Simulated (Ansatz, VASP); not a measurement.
# Two plane-wave programs on SiC

```
Si C
1.0
     0.00000    2.20260    2.20260
     2.20260    0.00000    2.20260
     2.32521    2.32521   -0.12261
Si C
1 1
Direct
  0.00000 0.00000 0.00000
  0.75000 0.75000 0.75000
```

Alike in both runs: task single point; functional PBEsol; k mesh 12 × 12 × 12; occupations gaussian, width 0.05 eV; no spin polarisation.

```csv
,VASP,Ansatz
version,VASP 6.6.1,Ansatz 0.2.0
potentials or method,"VASP PAW PBE potentials, release 64 (Si, C), cutoff 520 eV","scalar-relativistic, plane waves, PAW"
valence electrons in the cell,8,8
```

|  | VASP | Ansatz | Ansatz less VASP |
| --- | --- | --- | --- |
| gap on the k mesh at the Fermi level (eV) | 1.09 | 1.10 | +0.011 |
| least direct gap on the mesh (eV) | 3.68 | 3.67 | -0.006 |
| pressure (GPa) | -18.3 | -18.6 | -0.30 |
| traceless stress, the component that is largest in VASP (GPa) | -10.13 | -10.04 | +0.092 |
| rms of the force components (eV/Å) | 0.031 | 0.025 | -0.0064 |

VASP's potentials were made for PBE, not for PBEsol, and Ansatz warns of the same on its side. Atom by atom the forces differ by 0.006 eV/Å (rms over components).
